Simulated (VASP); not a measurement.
# FeBi (Fm-3m) in VASP: further runs, part 2 of 2

VASP 6.6.1. Earlier steps stand in the parts before.

## 4. Single point, PBE, collinear spin, ferromagnetic start (21.39 Å³/atom)

This run uses another cell than the first one, of 21.39 Å³/atom.

Input file INCAR:

```
SYSTEM = FeBi
PREC = Accurate
ENCUT = 520
EDIFF = 1E-7
ISMEAR = 0
SIGMA = 0.05
LREAL = .False.
LASPH = .True.
NELM = 150
ALGO = Normal
ISIF = 2
LWAVE = .False.
LCHARG = .True.
ISPIN = 2
MAGMOM = 2.93 0
LORBIT = 11
LMAXMIX = 4
GGA = PE
LELF = .True.
LVHAR = .True.
NBANDS = 22
```

Input file KPOINTS:

```
regular mesh
0
Gamma
  10 10 10
  0 0 0
```

Input file POSCAR:

```
FeBi
1.0
    0.0000000000      2.7760535506      2.7760535506
    2.7760535506      0.0000000000      2.7760535506
    2.7760535506      2.7760535506      0.0000000000
Fe Bi
1 1
Direct
    0.5000000000      0.5000000000      0.5000000000
    0.0000000000      0.0000000000      0.0000000000
```

Potentials or basis: VASP PAW PBE potentials, release 64 (Fe, Bi_d).

The run is started by

```bash
cat potpaw_PBE.64/Fe/POTCAR potpaw_PBE.64/Bi_d/POTCAR > POTCAR
mpirun -np 1 vasp_std > vasp.out
```

OUTCAR:

```text
SYSTEM = FeBi
   PREC = Accurate
   ENCUT = 520
   EDIFF = 1E-7
   ISMEAR = 0
   LREAL = .False.
   LASPH = .True.
   NELM = 150
   ISIF = 2
   ISPIN = 2
   LORBIT = 11
   GGA = PE

 ion  position               nearest neighbor table
   1  0.500  0.500  0.500-   2 2.78   2 2.78   2 2.78   2 2.78   2 2.78   2 2.78
   2  0.000  0.000  0.000-   1 2.78   1 2.78   1 2.78   1 2.78   1 2.78   1 2.78

  LATTYP: Found a face centered cubic cell.
 ALAT       =     5.5521071012

  Lattice vectors:

 A1 = (   0.0000000000,   2.7760535506,   2.7760535506)
 A2 = (   2.7760535506,   0.0000000000,   2.7760535506)
 A3 = (   2.7760535506,   2.7760535506,   0.0000000000)

Analysis of symmetry for initial positions (statically):
=====================================================================
 Subroutine PRICEL returns:
 Original cell was already a primitive cell.

 Routine SETGRP: Setting up the symmetry group for a
 face centered cubic supercell.

 Subroutine GETGRP returns: Found 48 space group operations
 (whereof 48 operations were pure point group operations)
 out of a pool of 48 trial point group operations.

The static configuration has the point symmetry O_h .

Analysis of symmetry for dynamics (positions and initial velocities):
=====================================================================
 Subroutine PRICEL returns:
 Original cell was already a primitive cell.

 Routine SETGRP: Setting up the symmetry group for a
 face centered cubic supercell.

 Subroutine GETGRP returns: Found 48 space group operations
 (whereof 48 operations were pure point group operations)
 out of a pool of 48 trial point group operations.

The dynamic configuration has the point symmetry O_h .

Analysis of structural, dynamic, and magnetic symmetry:
=====================================================================
 Subroutine PRICEL returns:
 Original cell was already a primitive cell.

 Routine SETGRP: Setting up the symmetry group for a
 face centered cubic supercell.

[... 148 lines left out ...]
  ---------------------------------------------------
  free energy    TOTEN  =       -10.77592908 eV

  energy without entropy =      -10.76820233  energy(sigma->0) =      -10.77206570

 E-fermi :   7.4046     XC(G=0): -11.0268

 val. band max:        7.4021746745   @ k =   0.4000   0.3000   0.0000
 cond. band min:       7.4072784790   @ k =  -0.3000   0.3000   0.1000
 fundamental gap:      0.0051038046
 Fermi energy:         7.4046114592

 spin component 1

 k-point     1 :       0.0000    0.0000    0.0000
  band No.  band energies     occupation
      1     -15.3120      1.00000
      2     -15.3120      1.00000
      3     -15.2693      1.00000
      4     -15.2693      1.00000
      5     -15.2693      1.00000
      6      -5.5076      1.00000
[... 589 lines left out ...]
     21      21.6807      0.00000
     22      22.5419      0.00000

 [... further k-points ...]

 spin component 2

 k-point     1 :       0.0000    0.0000    0.0000
  band No.  band energies     occupation
      1     -15.3186      1.00000
      2     -15.3186      1.00000
      3     -15.2835      1.00000
      4     -15.2835      1.00000
      5     -15.2835      1.00000
      6      -5.5121      1.00000
[... 589 lines left out ...]
     21      21.7499      0.00000
     22      22.7671      0.00000

 [... further k-points ...]

------------------------ aborting loop because EDIFF is reached ----------------------------------------

  FORCE on cell =-STRESS in cart. coord.  units (eV):
  Direction    XX          YY          ZZ          XY          YZ          ZX
  --------------------------------------------------------------------------------------
  -------------------------------------------------------------------------------------
  Total        0.2831591      0.2831591      0.2831591     -0.0000000     -0.0000000     -0.0000000
  in kB       10.6029722     10.6029722     10.6029722     -0.0000000     -0.0000000     -0.0000000
  external PRESSURE =      10.6029722 kB  Pullay stress =       0.0000000 kB

 VOLUME and BASIS-vectors are now :
 -----------------------------------------------------------------------------
  energy-cutoff  :      520.00
  volume of cell :       42.79
      direct lattice vectors                 reciprocal lattice vectors
     0.000000000  2.776053551  2.776053551    -0.180111799  0.180111799  0.180111799
     2.776053551  0.000000000  2.776053551     0.180111799 -0.180111799  0.180111799
     2.776053551  2.776053551  0.000000000     0.180111799  0.180111799 -0.180111799

 POSITION                                       TOTAL-FORCE (eV/Angst)
 -----------------------------------------------------------------------------------
      2.77605      2.77605      2.77605        -0.000000     -0.000000     -0.000000
      0.00000      0.00000      0.00000         0.000000      0.000000      0.000000
 -----------------------------------------------------------------------------------
    total drift:                                0.000000      0.000000      0.000000

  FREE ENERGIE OF THE ION-ELECTRON SYSTEM (eV)
  ---------------------------------------------------
  free  energy   TOTEN  =       -10.7759290759 eV

  energy  without entropy=      -10.7682023321  energy(sigma->0) =      -10.77206570

 total charge

# of ion       s       p       d       tot
------------------------------------------
    1        0.374   0.291   6.268   6.933
    2        1.467   1.519   9.936  12.922
--------------------------------------------------
tot          1.840   1.810  16.205  19.856

 magnetization (x)

# of ion       s       p       d       tot
------------------------------------------
    1        0.068   0.025   2.526   2.618
    2        0.021  -0.101   0.005  -0.075
--------------------------------------------------
tot          0.089  -0.076   2.530   2.543
```

stdout:

```text
POSCAR found type information on POSCAR FeBi
 POSCAR found :  2 types and       2 ions
 scaLAPACK will be used
 LDA part: xc-table for (Slater+PW92), standard interpolation
 POSCAR, INCAR and KPOINTS ok, starting setup
 FFT: planning ... GRIDC
 FFT: planning ... GRID_SOFT
 FFT: planning ... GRID
 WAVECAR not read
 entering main loop
```

Wall time 52 s (1 thread of Intel Xeon 6975P-C (Granite Rapids), shared host); peak memory 0.23 GiB.

Results:

```yaml
Free_energy: -10.7759 eV
Pressure: 1.1 GPa
Net_moment: 2.58 μB per cell
Site_moments: Fe +2.62; Bi -0.07 μB
Valence_electrons_inside_the_program's_atomic_spheres: Fe 6.93; Bi 12.92
```

Caveat: spin-orbit coupling is left out, which moves the levels of the heavy elements.

## 5. Single point, PBE, collinear spin, ferromagnetic start

This run uses another cell than the first one, of 21.83 Å³/atom.

Input file INCAR:

```
PREC = Accurate
ENCUT = 520
EDIFF = 1E-6
ISMEAR = 0
SIGMA = 0.05
LREAL = False
LASPH = True
NELM = 150
ALGO = Normal
ISIF = 2
LWAVE = False
LCHARG = True
ISPIN = 2
MAGMOM = 2.93 0
LORBIT = 11
LMAXMIX = 4
GGA = PE
LELF = True
LVHAR = True
NBANDS = 22
```

Input file KPOINTS:

```
regular mesh
0
Gamma
  10 10 10
```

Input file POSCAR:

```
FeBi
1.0
    0.0000000000      2.7948112382      2.7948112382
    2.7948112382      0.0000000000      2.7948112382
    2.7948112382      2.7948112382      0.0000000000
Fe Bi
1 1
Direct
    0.5000000000      0.5000000000      0.5000000000
    0.0000000000      0.0000000000      0.0000000000
```

The run is started by

```bash
cat potpaw_PBE.64/Fe/POTCAR potpaw_PBE.64/Bi_d/POTCAR > POTCAR
mpirun -np 1 vasp_std > vasp.out
```

Run time: 59 s. Hardware: 1 thread of Intel Xeon 6975P-C (Granite Rapids), shared host; peak memory 0.23 GiB.

It converged, with:

* Free energy: -10.7782 eV
* Pressure: -0.3 GPa
* Net moment: 2.60 μB per cell
* Site moments: Fe +2.65; Bi -0.08 μB
* Valence electrons inside the program's atomic spheres: Fe 6.91; Bi 12.91

Levels at points of the mesh, in eV from the Fermi level:
Spin up:
| k point | band 11 | band 12 | band 13 | band 14 | band 15 | band 16 |
| --- | --- | --- | --- | --- | --- | --- |
| (0.00, 0.00, 0.00) | -2.52 | 1.78 | 1.78 | 1.78 | 3.79 | 7.87 |
| (0.50, 0.00, 0.00) | -2.43 | -2.14 | 3.03 | 3.03 | 3.98 | 5.44 |
| (0.50, 0.50, 0.00) | -2.30 | -1.73 | -1.30 | -1.30 | 0.85 | 5.24 |
Spin down:
```tsv
k point	band 8	band 9	band 10	band 11	band 12	band 13
(0.00, 0.00, 0.00)	-0.38	-0.38	-0.29	-0.29	1.79	1.79
(0.50, 0.00, 0.00)	-1.95	-1.95	0.03	0.03	0.20	3.90
(0.50, 0.50, 0.00)	-1.27	-1.27	-1.05	-0.08	0.25	0.25
```

Caveat: spin-orbit coupling is left out, which moves the levels of the heavy elements.

## 6. Single point, PBE, collinear spin, ferromagnetic start (22.27 Å³/atom)

This run uses another cell than the first one, of 22.27 Å³/atom.

Input file INCAR:

```
PREC = Accurate ; ENCUT = 520
EDIFF = 1E-7 ; ISMEAR = 0
SIGMA = 0.05 ; LREAL = False
LASPH = True ; NELM = 150
ALGO = Fast ; ISIF = 2
LWAVE = False ; LCHARG = False
ISPIN = 2 ; MAGMOM = 2.93 0
LORBIT = 11 ; LMAXMIX = 4
GGA = PE ; NBANDS = 22
```

KPOINTS is that of step 5.

Input file POSCAR:

```
FeBi
1.0
    0.0000000000      2.8133204613      2.8133204613
    2.8133204613      0.0000000000      2.8133204613
    2.8133204613      2.8133204613      0.0000000000
Fe Bi
1 1
Direct
    0.5000000000      0.5000000000      0.5000000000
    0.0000000000      0.0000000000      0.0000000000
```

Potentials or basis: VASP PAW PBE potentials, release 64 (Fe, Bi_d).

The run is started by

```bash
cat potpaw_PBE.64/Fe/POTCAR potpaw_PBE.64/Bi_d/POTCAR > POTCAR
mpirun -np 1 vasp_std > vasp.out
```

Run time: 72 s. Hardware: 1 thread of Intel Xeon 6975P-C (Granite Rapids), shared host; peak memory 0.23 GiB.

It converged, with:

```yaml
Free_energy: -10.7731 eV
Pressure: -1.6 GPa
Net_moment: 2.63 μB per cell
Site_moments: Fe +2.68; Bi -0.08 μB
Valence_electrons_inside_the_program's_atomic_spheres: Fe 6.88; Bi 12.89
```

Levels at points of the mesh, in eV from the Fermi level:
Spin up:
| k point | band 10 | band 11 | band 12 | band 13 | band 14 | band 15 | band 16 | band 17 |
| --- | --- | --- | --- | --- | --- | --- | --- | --- |
| (0.00, 0.00, 0.00) | -2.54 | -2.54 | 1.71 | 1.71 | 1.71 | 3.55 | 7.87 | 8.88 |
| (0.50, 0.00, 0.00) | -2.45 | -2.45 | -2.18 | 2.92 | 2.92 | 3.89 | 5.36 | 5.36 |
| (0.50, 0.50, 0.00) | -2.34 | -2.34 | -1.79 | -1.29 | -1.29 | 0.75 | 5.18 | 12.51 |
Spin down:
```csv
k point,band 6,band 7,band 8,band 9,band 10,band 11,band 12,band 13,band 14,band 15
"(0.00, 0.00, 0.00)",-12.71,-0.37,-0.37,-0.37,-0.29,-0.29,1.71,1.71,1.71,4.03
"(0.50, 0.00, 0.00)",-10.94,-5.61,-1.91,-1.91,0.04,0.04,0.20,3.79,3.79,3.96
"(0.50, 0.50, 0.00)",-10.59,-4.53,-1.26,-1.26,-1.01,-0.08,0.25,0.25,0.42,1.63
```

Caveat: spin-orbit coupling is left out, which moves the levels of the heavy elements.

## 7. The runs side by side

| cell | gap on the mesh (eV) | pressure (GPa) | moment (μB) |
| --- | --- | --- | --- |
| a = 3.879 Å, angles 60.0°, 2 atoms | none | 4.1 | 2.55 |
| a = 3.899 Å, angles 60.0°, 2 atoms | none | 2.7 | 2.56 |
| a = 3.926 Å, angles 60.0°, 2 atoms | none | 1.1 | 2.58 |
| a = 3.952 Å, angles 60.0°, 2 atoms | none | -0.3 | 2.60 |
| a = 3.979 Å, angles 60.0°, 2 atoms | none | -1.6 | 2.63 |

Alike in all rows: task single point; level PBE; potentials or basis VASP PAW PBE potentials, release 64 (Fe, Bi_d); spin collinear, ferromagnetic start; k mesh 10 × 10 × 10; cutoff (eV) 520; smearing gaussian 0.05 eV.

Caveats: spin-orbit coupling is left out, which moves the levels of the heavy elements; the cell stands under pressure (at least some runs).

Absolute energies hang on the potentials; compare differences alone.
